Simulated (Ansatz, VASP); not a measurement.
**In3Se: VASP beside Ansatz**

```
In Se
1.0
     5.06057    0.00000    0.00000
     0.00000    5.06057    0.00000
     0.00000    0.00000    5.06057
In Se
3 1
Direct
  0.00000 0.50000 0.50000
  0.50000 0.00000 0.50000
  0.50000 0.50000 0.00000
  0.00000 0.00000 0.00000
```

Alike in both runs: task single point; functional PBE; k mesh 4 × 4 × 4; occupations gaussian, width 0.1 eV; no spin polarisation.

|  | VASP | Ansatz |
| --- | --- | --- |
| version | VASP 6.6.1 | Ansatz 0.2.0 |
| potentials or method | VASP PAW PBE potentials, release 64 (In_d, Se), cutoff 520 eV | scalar-relativistic, plane waves, PAW |
| valence electrons in the cell | 45 | 55 |

|  | VASP | Ansatz | Ansatz less VASP |
| --- | --- | --- | --- |
| gap on the k mesh at the Fermi level (eV) | none | none | - |
| pressure (GPa) | -3.5 | -3.5 | +0.02 |

A gap of «none» marks a metal or a gap that the smearing closes. VASP's potentials hold 45 valence electrons a cell and Ansatz's 55, so a difference there can come from the potentials and not from the codes.
